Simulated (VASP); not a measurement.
# HfO2 (Fm-3m) in VASP: notebook, part 2 of 2

VASP 6.6.1. Earlier steps stand in the parts before.

**6. Single point, r2SCAN (volume changed by +3%)**

The input, POSCAR:

```
HfO2
1.0
    0.0000000000      2.5542253558      2.5542253558
    2.5542253558      0.0000000000      2.5542253558
    2.5542253558      2.5542253558      0.0000000000
Hf O
1 2
Direct
    0.0000000000      0.0000000000      0.0000000000
    0.2500000000      0.2500000000      0.2500000000
    0.7500000000      0.7500000000      0.7500000000
```

The input, INCAR.step1:

```
SYSTEM = HfO2
PREC     = Accurate       ! precision mode
ENCUT    = 520            ! plane-wave cutoff, eV
ISMEAR   = 0              ! smearing method
SIGMA    = 0.01           ! smearing width, eV
LREAL    = .FALSE.        ! projectors in reciprocal space
LASPH    = .TRUE.         ! aspherical terms in the spheres
NELM     = 100            ! most SCF steps
NBANDS   = 18             ! bands
GGA      = PE             ! functional
ALGO     = Normal         ! electronic algorithm
EDIFF    = 1E-4           ! SCF threshold, eV
LWAVE    = .TRUE.         ! write WAVECAR
LCHARG   = .FALSE.        ! write CHGCAR
```

The input, INCAR.step2:

```
SYSTEM = HfO2
PREC     = Accurate       ! precision mode
ENCUT    = 520            ! plane-wave cutoff, eV
EDIFF    = 1E-7           ! SCF threshold, eV
ISMEAR   = 0              ! smearing method
SIGMA    = 0.01           ! smearing width, eV
LREAL    = .FALSE.        ! projectors in reciprocal space
LASPH    = .TRUE.         ! aspherical terms in the spheres
NELM     = 100            ! most SCF steps
ALGO     = Normal         ! electronic algorithm
ISIF     = 2              ! what is computed and relaxed
LWAVE    = .FALSE.        ! write WAVECAR
LCHARG   = .FALSE.        ! write CHGCAR
METAGGA  = R2SCAN         ! meta-GGA
LMIXTAU  = .TRUE.       
NBANDS   = 18             ! bands
ISTART   = 1
```

The input, KPOINTS:

```
Automatic mesh
0
G
  8 8 8
  0 0 0
```

Potentials or basis: VASP PAW PBE potentials, release 64 (Hf_pv, O).

Run with:

```console
$ cat potpaw_PBE.64/Hf_pv/POTCAR potpaw_PBE.64/O/POTCAR > POTCAR
$ cp INCAR.step1 INCAR
$ mpirun -np 1 vasp_std > vasp.out
$ cp INCAR.step2 INCAR
$ mpirun -np 1 vasp_std > vasp.out
```

OUTCAR:

```text
SYSTEM = HfO2
   PREC = Accurate
   ENCUT = 520
   EDIFF = 1E-7
   ISMEAR = 0
   LREAL = .FALSE.
   LASPH = .TRUE.
   NELM = 100
   ISIF = 2
   METAGGA = R2SCAN
   ISTART = 1

 ion  position               nearest neighbor table
   1  0.000  0.000  0.000-   3 2.21   3 2.21   3 2.21   2 2.21   3 2.21   2 2.21   2 2.21   2 2.21

   2  0.250  0.250  0.250-   1 2.21   1 2.21   1 2.21   1 2.21
   3  0.750  0.750  0.750-   1 2.21   1 2.21   1 2.21   1 2.21

  LATTYP: Found a face centered cubic cell.
 ALAT       =     5.1084507116

  Lattice vectors:

 A1 = (   0.0000000000,   2.5542253558,   2.5542253558)
 A2 = (   2.5542253558,   0.0000000000,   2.5542253558)
 A3 = (   2.5542253558,   2.5542253558,   0.0000000000)

Analysis of symmetry for initial positions (statically):
=====================================================================
 Subroutine PRICEL returns:
 Original cell was already a primitive cell.

 Routine SETGRP: Setting up the symmetry group for a
 face centered cubic supercell.

 Subroutine GETGRP returns: Found 48 space group operations
 (whereof 48 operations were pure point group operations)
 out of a pool of 48 trial point group operations.

The static configuration has the point symmetry O_h .

Analysis of symmetry for dynamics (positions and initial velocities):
=====================================================================
 Subroutine PRICEL returns:
 Original cell was already a primitive cell.

 Routine SETGRP: Setting up the symmetry group for a
 face centered cubic supercell.

 Subroutine GETGRP returns: Found 48 space group operations
 (whereof 48 operations were pure point group operations)
 out of a pool of 48 trial point group operations.

The dynamic configuration has the point symmetry O_h .

 Subroutine INISYM returns: Found 48 space group operations
 (whereof 48 operations are pure point group operations),
 and found     1 'primitive' translations

----------------------------------------------------------------------------------------

                                     Primitive cell

  volume of cell :      33.3279

  direct lattice vectors                    reciprocal lattice vectors
     0.000000000  2.554225356  2.554225356    -0.195754066  0.195754066  0.195754066
     2.554225356  0.000000000  2.554225356     0.195754066 -0.195754066  0.195754066
     2.554225356  2.554225356  0.000000000     0.195754066  0.195754066 -0.195754066

  length of vectors
     3.612220140  3.612220140  3.612220140     0.339055989  0.339055989  0.339055989

  position of ions in fractional coordinates (direct lattice)
     0.000000000  0.000000000  0.000000000
     0.250000000  0.250000000  0.250000000
     0.750000000  0.750000000  0.750000000

  ion indices of the primitive-cell ions
   primitive index   ion index
                 1           1
                 2           2
                 3           3

----------------------------------------------------------------------------------------

 KPOINTS: Automatic mesh

Automatic generation of k-mesh.
 Grid dimensions read from file:
 generate k-points for:    8    8    8

 Generating k-lattice:

  Cartesian coordinates                     Fractional coordinates (reciprocal lattice)
    -0.024469258  0.024469258  0.024469258     0.125000000  0.000000000  0.000000000
     0.024469258 -0.024469258  0.024469258     0.000000000  0.125000000  0.000000000
     0.024469258  0.024469258 -0.024469258     0.000000000  0.000000000  0.125000000

  Length of vectors
     0.042381999  0.042381999  0.042381999

  Shift w.r.t. Gamma in fractional coordinates (k-lattice)
     0.000000000  0.000000000  0.000000000

 Subroutine IBZKPT returns following result:
 ===========================================

 Found     29 irreducible k-points:

 Following reciprocal coordinates:
            Coordinates               Weight
  0.000000  0.000000  0.000000      1.000000
  0.125000  0.000000  0.000000      8.000000
  0.250000  0.000000  0.000000      8.000000
  0.375000  0.000000  0.000000      8.000000
  0.500000  0.000000  0.000000      4.000000
  0.125000  0.125000  0.000000      6.000000
[... 16 lines left out ...]
  0.500000  0.250000  0.125000     48.000000
 -0.375000  0.250000  0.125000     24.000000
 [... further k-points ...]
   k-points           NKPTS =     29   k-points in BZ     NKDIM =     29   number of bands    NBANDS=     18
   number of dos      NEDOS =    301   number of ions     NIONS =      3
   total plane-waves  NPLWV =  21952
   dimension x,y,z NGX =    28 NGY =   28 NGZ =   28
   dimension x,y,z NGXF=    56 NGYF=   56 NGZF=   56
   ions per type =               1   2
   NGX,Y,Z   is equivalent  to a cutoff of  12.89, 12.89, 12.89 a.u.
   NGXF,Y,Z  is equivalent  to a cutoff of  25.77, 25.77, 25.77 a.u.
 SYSTEM =  HfO2
   PREC   = accura    normal or accurate (medium, high low for compatibility)
   ISTART =      1    job   : 0-new  1-cont  2-samecut
   ICHARG =      0    charge: 1-file 2-atom 10-const
   ISPIN  =      1    spin polarized calculation?
   LNONCOLLINEAR =      F non collinear calculations
   LSORBIT =      F    spin-orbit coupling
   LASPH  =      T    aspherical Exc in radial PAW
   ENCUT  =  520.0 eV  38.22 Ry    6.18 a.u.   6.72  6.72  6.72*2*pi/ulx,y,z
   NELM   =    100;   NELMIN=  2; NELMDL=  0     # of ELM steps
   EDIFF  = 0.1E-06   stopping-criterion for ELM
   LREAL  =      F    real-space projection
   EDIFFG = 0.1E-05   stopping-criterion for IOM
   NSW    =      0    number of steps for IOM
   IBRION =     -1    ionic relax: 0-MD 1-quasi-New 2-CG
   NFREE  =      0    steps in history (QN), initial steepest desc. (CG)
   ISIF   =      2    stress and relaxation
   ISYM   =      2    0-nonsym 1-usesym 2-fastsym
   POTIM  = 0.5000    time-step for ionic-motion
   TEBEG  =    0.0;   TEEND  =   0.0 temperature during run
   PSTRESS=    0.0 pullay stress
   NELECT =      22.0000    total number of electrons
   NUPDOWN=      -1.0000    fix difference up-down
   EMIN   =  10.00;   EMAX   =-10.00  energy-range for DOS
   EFERMI =   0.00;   METHOD = LEGACY
   ISMEAR =     0;   SIGMA  =   0.01  broadening in eV -4-tet -1-fermi 0-gaus
   EFERMI_NEDOS =   21; number of points for ismear=-14 and -15
   IALGO  =     38    algorithm
   IMIX   =      4    mixing-type and parameters
     AMIX     =   0.40;   BMIX     =  1.00
     AMIX_MAG =   1.60;   BMIX_MAG =  1.00
  volume/ion in A,a.u.               =      11.11        74.97
  Fermi-wavevector in a.u.,A,eV,Ry     =   1.425432  2.693676 27.645086  2.031856
  Thomas-Fermi vector in A             =   2.545817
   LORBIT       =      0    0 simple, 1 ext, 2 COOP (PROOUT), +10 PAW based schemes
   METAGGA = R2SCAN    functional components
   LHFCALC =     F    Hartree Fock is set to
   AEXX    =    0.0000 exact exchange contribution
   IVDW    =     0    specifies the selected vdW correction
   LEPSILON=     F    determine dielectric tensor
   LRPA    =     F    only Hartree local field effects (RPA)
 non-spin polarized calculation
 Gauss-broadening in eV      SIGMA  =   0.01
  energy-cutoff  :      520.00
  volume of cell :       33.33
 maximum number of plane-waves:       934
   NGX = 13   NGY = 13   NGZ = 13

 number of electron      21.9999992 magnetization

 Free energy of the ion-electron system (eV)
  ---------------------------------------------------
  ext. energy  EPLUGINS =         0.00000000
  ---------------------------------------------------
  free energy    TOTEN  =       -68.50282854 eV

  energy without entropy =      -68.50282854  energy(sigma->0) =      -68.50282854

 E-fermi :   3.7934     XC(G=0): -12.4467

 val. band max:        3.7204616105   @ k =   0.5000   0.5000   0.0000
 cond. band min:       7.9468023968   @ k =   0.5000   0.5000   0.0000
 fundamental gap:      4.2263407863
 Fermi energy:         3.7934285351

 k-point     1 :       0.0000    0.0000    0.0000
  band No.  band energies     occupation
      1     -27.0526      2.00000
      2     -27.0526      2.00000
      3     -27.0526      2.00000
      4     -15.8675      2.00000
      5     -12.9765      2.00000
      6      -1.5795      2.00000
[... 10 lines left out ...]
     17      14.4232      0.00000
     18      16.2345      0.00000
[... 463 lines left out ...]
 k-point    24 :      -0.3750    0.2500    0.1250
  band No.  band energies     occupation
      1     -27.3942      2.00000
      2     -27.2113      2.00000
      3     -27.1214      2.00000
      4     -14.3547      2.00000
      5     -13.8526      2.00000
      6      -1.0790      2.00000
[... 10 lines left out ...]
     17      15.1299      0.00000
     18      16.2207      0.00000

 [... further k-points ...]
[... 5 lines left out ...]
  --------------------------------------------------------------------------------------
  -------------------------------------------------------------------------------------
  Total       -2.3308363     -2.3308363     -2.3308363      0.0000000      0.0000000      0.0000000
  in kB     -112.0507406   -112.0507406   -112.0507406      0.0000000      0.0000000      0.0000000
  external PRESSURE =    -112.0507406 kB  Pullay stress =       0.0000000 kB

 VOLUME and BASIS-vectors are now :
 -----------------------------------------------------------------------------
  energy-cutoff  :      520.00
  volume of cell :       33.33
      direct lattice vectors                 reciprocal lattice vectors
     0.000000000  2.554225356  2.554225356    -0.195754066  0.195754066  0.195754066
     2.554225356  0.000000000  2.554225356     0.195754066 -0.195754066  0.195754066
     2.554225356  2.554225356  0.000000000     0.195754066  0.195754066 -0.195754066

 POSITION                                       TOTAL-FORCE (eV/Angst)
 -----------------------------------------------------------------------------------
      0.00000      0.00000      0.00000         0.000000      0.000000     -0.000000
      1.27711      1.27711      1.27711        -0.000000     -0.000000     -0.000000
      3.83134      3.83134      3.83134         0.000000      0.000000      0.000000
 -----------------------------------------------------------------------------------
    total drift:                                0.000000      0.000000      0.000000

  FREE ENERGIE OF THE ION-ELECTRON SYSTEM (eV)
  ---------------------------------------------------
  free  energy   TOTEN  =       -68.5028285386 eV

  energy  without entropy=      -68.5028285386  energy(sigma->0) =      -68.50282854
```

It took 54 s on 1 thread of Intel Xeon 6975P-C (Granite Rapids), shared host; peak memory 0.17 GiB.

Results:

| Quantity | Value |
| --- | --- |
| Free energy | -68.5028 eV |
| Pressure | -11.2 GPa |
| Band gap on the k mesh | 4.23 eV, direct |

Caveat: the PAW data sets were made with another functional, which shifts forces and pressure a little; spin-orbit coupling is left out, which moves the levels of the heavy elements. A k mesh can miss the band edges.

**7. Single point, r2SCAN (volume changed by +6%)**

The input, POSCAR:

```
HfO2
1.0
    0.0000000000      2.5787867217      2.5787867217
    2.5787867217      0.0000000000      2.5787867217
    2.5787867217      2.5787867217      0.0000000000
Hf O
1 2
Direct
    0.0000000000      0.0000000000      0.0000000000
    0.2500000000      0.2500000000      0.2500000000
    0.7500000000      0.7500000000      0.7500000000
```

The input, INCAR.step1:

```
PREC = Accurate
ENCUT = 520
ISMEAR = 0
SIGMA = 0.01
LREAL = F
LASPH = T
NELM = 60
NBANDS = 18
GGA = PE
ALGO = Normal
EDIFF = 1E-4
LWAVE = T
LCHARG = F
```

The input, INCAR.step2:

```
PREC = Accurate
ENCUT = 520
EDIFF = 1E-7
ISMEAR = 0
SIGMA = 0.01
LREAL = F
LASPH = T
NELM = 60
ALGO = Normal
ISIF = 2
LWAVE = F
LCHARG = T
METAGGA = R2SCAN
LMIXTAU = T
LELF = T
LVHAR = T
NBANDS = 18
ISTART = 1
```

The input, KPOINTS:

```
Automatic mesh
0
Gamma
  8 8 8
```

Run with:

```console
$ cat potpaw_PBE.64/Hf_pv/POTCAR potpaw_PBE.64/O/POTCAR > POTCAR
$ cp INCAR.step1 INCAR
$ mpirun -np 1 vasp_std > vasp.out
$ cp INCAR.step2 INCAR
$ mpirun -np 1 vasp_std > vasp.out
```

Run time: 51 s. Hardware: 1 thread of Intel Xeon 6975P-C (Granite Rapids), shared host; peak memory 0.17 GiB.

It converged, with:

| Quantity | Value |
| --- | --- |
| Free energy | -68.4176 eV |
| Pressure | -17.4 GPa |
| Band gap on the k mesh | 4.14 eV, direct |

Levels at points of the mesh, in eV from the valence-band top:
| k point | band 9 | band 10 | band 11 | band 12 | band 13 | band 14 |
| --- | --- | --- | --- | --- | --- | --- |
| (0.00, 0.00, 0.00) | -0.61 | -0.61 | -0.61 | 4.26 | 4.26 | 6.04 |
| (0.50, 0.00, 0.00) | -2.69 | -1.83 | -1.83 | 4.89 | 4.89 | 7.00 |
| (0.50, 0.50, 0.00) | -1.47 | -1.47 | 0.00 | 4.14 | 5.72 | 6.69 |

Caveat: the PAW data sets were made with another functional, which shifts forces and pressure a little; spin-orbit coupling is left out, which moves the levels of the heavy elements. A k mesh can miss the band edges.

**8. Overview**

| level | cell | gap on the mesh (eV) | pressure (GPa) |
| --- | --- | --- | --- |
| PBE | a = 3.675 Å, angles 60.0°, 3 atoms | 3.60 | -15.8 |
| r2SCAN | a = 3.504 Å, angles 60.0°, 3 atoms | 4.50 | 14.5 |
| r2SCAN | a = 3.541 Å, angles 60.0°, 3 atoms | 4.41 | 4.5 |
| r2SCAN | a = 3.577 Å, angles 60.0°, 3 atoms | 4.32 | -3.9 |
| r2SCAN | a = 3.612 Å, angles 60.0°, 3 atoms | 4.23 | -11.2 |
| r2SCAN | a = 3.647 Å, angles 60.0°, 3 atoms | 4.14 | -17.4 |

Alike in all rows: task single point; potentials or basis VASP PAW PBE potentials, release 64 (Hf_pv, O); no spin polarisation; k mesh 8 × 8 × 8; cutoff (eV) 520; smearing gaussian 0.01 eV.

Caveats: spin-orbit coupling is left out, which moves the levels of the heavy elements; the PAW data sets were made with another functional, which shifts forces and pressure a little (some runs).

Absolute energies hang on the potentials; compare differences alone.
